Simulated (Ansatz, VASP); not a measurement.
# Two plane-wave programs on GaAsSe3

The input INCAR:

```
SYSTEM = GaAsSe3
  PREC = Accurate
  ENCUT = 500
  EDIFF = 1E-7
  ISMEAR = 0
  SIGMA = 0.15
  LREAL = .False.
  LASPH = .True.
  NELM = 120
  ALGO = Normal
  ISIF = 3
  LWAVE = .False.
  LCHARG = .False.
  GGA = PE
  IBRION = 2
  NSW = 36
  EDIFFG = -0.08
  GGA_COMPAT = .False.
  NELMIN = 4
```

File KPOINTS:

```
Automatic mesh
0
Gamma
  3 3 2
  0 0 0
```

The input POSCAR:

```
GaAsSe3
1.0
    4.7676125200      0.0000000000      0.0000000000
   -2.3838062600      4.1288735600      0.0000000000
    0.0000000000      0.0000000000      5.8858333500
Ga As Se
1 1 3
Direct
    0.3333333300      0.6666666700      0.5000000000
    0.6666666700      0.3333333300      0.0000000000
    0.0000000000      0.0000000000      0.7552470000
    0.0000000000      0.0000000000      0.2447530000
    0.6666666700      0.3333333300      0.5000000000
```

Input for Ansatz:

```yaml
crystal:
  lattice:
    - [4.76761252, 0.0, 0.0]
    - [-2.38380626, 4.12887356, 0.0]
    - [0.0, 0.0, 5.88583335]
  atoms:
    - { symbol: Ga, position: [0.33333333, 0.66666667, 0.5] }
    - { symbol: As, position: [0.66666667, 0.33333333, 0.0] }
    - { symbol: Se, position: [0.0, 0.0, 0.755247] }
    - { symbol: Se, position: [0.0, 0.0, 0.244753] }
    - { symbol: Se, position: [0.66666667, 0.33333333, 0.5] }
basis:
  ecutwfc: 420
kpoints:
  mp_grid: { grid: [3, 3, 2] }
hamiltonian:
  xc: pbe
scf:
  occupations: { method: gaussian, width: 0.15 }
  lower_state_search: "off"
output:
  forces: true
  stress: true
  eigenvalues: true
relax:
  adjacent_minimum: "off"
  f_tol: 0.08
  max_steps: 16
  cell: { stress_tol: 0.8 }
```

Change from the starting cell: species swapped into the GaNi3As type (P-6m2, No. 187).

Alike in both runs: task relaxation of cell and atoms; functional PBE; k mesh 3 × 3 × 2; occupations gaussian, width 0.15 eV; no spin polarisation.

```csv
,VASP,Ansatz
version,VASP 6.6.1,Ansatz 0.2.0
potentials or method,"VASP PAW PBE potentials, release 64 (Ga_d, As, Se), cutoff 500 eV","scalar-relativistic, plane waves, PAW"
valence electrons in the cell,36,76
```

|  | VASP | Ansatz | Ansatz less VASP |
| --- | --- | --- | --- |
| gap on the k mesh at the Fermi level, each at its own relaxed structure (eV) | none | none | - |
| relaxed volume (Å³/atom) | 24.79 | 24.58 | -0.209 |
| relaxed cell length with the largest relative difference (Å) | 7.990 | 7.873 | -0.1175 |

A gap of «none» marks a metal or a gap that the smearing closes. VASP's potentials hold 36 valence electrons a cell and Ansatz's 76, so a difference there can come from the potentials and not from the codes.

The k mesh is coarse, so the values compare programs but aren't converged.
